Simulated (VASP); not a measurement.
Wanted: the native input for a VASP 6.6.1 run.

```yaml
Task: single point
Functional: LDA
Potentials_or_basis: VASP PAW LDA potentials, release 64 (Cu)
Cutoff: 520 eV
k_mesh: 20 × 20 × 12
Occupations: gaussian, width 0.15 eV
Spin: no spin polarisation
Dipole_correction: no
Further_INCAR_settings: ALGO = Fast; EDIFF = 1e-06; NBANDS = 18
```

The structure of Cu lies in POSCAR:

```
Cu
1.0
   -1.4273957350      1.4273957350      1.3410790631
    1.4273957350     -1.4273957350      1.3410790631
    2.8547914700      2.8547914700      0.0000000000
Cu
2
Direct
   -0.0022934790     -0.1058284088      0.0000000000
    0.5022934790      0.6058284088      0.5000000000
```

This cell differs from its parent crystal: atoms displaced along several vibrational modes.

The input as run:

INCAR

```
ALGO = Fast
EDIFF = 1E-6
ENCUT = 520
ISIF = 2
ISMEAR = 0
LASPH = True
LCHARG = False
LREAL = False
LWAVE = False
NBANDS = 18
NELM = 100
PREC = Accurate
SIGMA = 0.15
```

KPOINTS

```
k-points
0
Gamma
  20 20 12
```

Potentials or basis: VASP PAW LDA potentials, release 64 (Cu).

Run with:

```console
$ cat potpaw_LDA.64/Cu/POTCAR > POTCAR
$ mpirun -np 1 vasp_std > vasp.out
```

Results of the run:

- Pressure: 4.5 GPa
- Largest force: 0.776 eV/Å
- Band gap on the k mesh: zero (bands 11 and 12 overlap by 6.35 eV)

Caveat: the cell differs from its parent crystal (atoms displaced along several vibrational modes); the stress differs along the axes, from -1 to 7 GPa.

Wall time 4.2 min on 1 thread of AMD EPYC 9R45 (Zen 5) (shared host), peak memory 0.47 GiB.
